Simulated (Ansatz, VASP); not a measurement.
## One calculation of Al3BiO3, two programs

```xyz
7
Lattice="3.7249 2.1505 2.2004 -3.7249 2.1505 2.2004 0.0000 -4.3011 2.2004" Properties=species:S:1:pos:R:3 pbc="T T T"
Al    1.6368   -0.9450    2.0876
Al   -1.6368   -0.9450    2.0876
Al    0.0000    1.8900    2.0876
Bi    0.0000    0.0000    5.7374
O     0.0000   -1.6254    2.6016
O    -1.4077    0.8127    2.6016
O     1.4077    0.8127    2.6016
```

Alike in both runs: functional PBE; k mesh 6 × 6 × 6; occupations gaussian, width 0.02 eV; no spin polarisation.

Ansatz relaxed the structure, and its values are those at the end. VASP's run is a single point on that final structure, the one shown.

|  | VASP | Ansatz |
| --- | --- | --- |
| version | VASP 6.6.1 | Ansatz 0.2.0 |
| potentials or method | VASP PAW PBE potentials, release 64 (Al, Bi_d, O), cutoff 520 eV | scalar-relativistic, plane waves, PAW |
| valence electrons in the cell | 42 | 42 |

```csv
,VASP,Ansatz,Ansatz less VASP
gap on the k mesh at the Fermi level (eV),0.68,0.69,+0.010
least direct gap on the mesh (eV),0.75,0.76,+0.006
pressure (GPa),-0.1,0.0,+0.11
rms of the force components (eV/Å),0.004,0.002,-0.0021
```

The functional is the same, so the differences come from potentials, cutoffs and numerics.

Neither program's run includes spin-orbit coupling.
